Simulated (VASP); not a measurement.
A run of VASP 6.6.1 is set up as follows.

INCAR

```
SYSTEM = Re
PREC = Accurate
ENCUT = 600
EDIFF = 1E-6
ISMEAR = -1
SIGMA = 0.1
LREAL = .False.
LASPH = .True.
NELM = 120
ALGO = Normal
ISIF = 2
LWAVE = .False.
LCHARG = .True.
GGA = RP
LELF = .True.
LVHAR = .True.
NBANDS = 10
GGA_COMPAT = .False.
```

KPOINTS

```
Automatic mesh
0
Gamma
  16 16 16
  0 0 0
```

The input POSCAR:

```
Re
1.0
   -1.5195031549      1.5195031549      1.5195031549
    1.5195031549     -1.5195031549      1.5195031549
    1.5195031549      1.5195031549     -1.5195031549
Re
1
Direct
    0.0000000000      0.0000000000      0.0000000000
```

Potentials or basis: VASP PAW PBE potentials, release 64 (Re).

Command:

```sh
$ cat potpaw_PBE.64/Re/POTCAR > POTCAR
$ mpirun -np 1 vasp_std > vasp.out
```

(1) Predict the band gap on the k mesh.

(2) What does it give for the pressure?

Answers

(1) zero (an odd number of electrons rules out a gap without spin polarisation).

(2) 34.7 GPa.

Caveat: the cell stands under pressure; the PAW data sets were made with another functional, which shifts forces and pressure a little; spin-orbit coupling is left out, which moves the levels of the heavy elements.
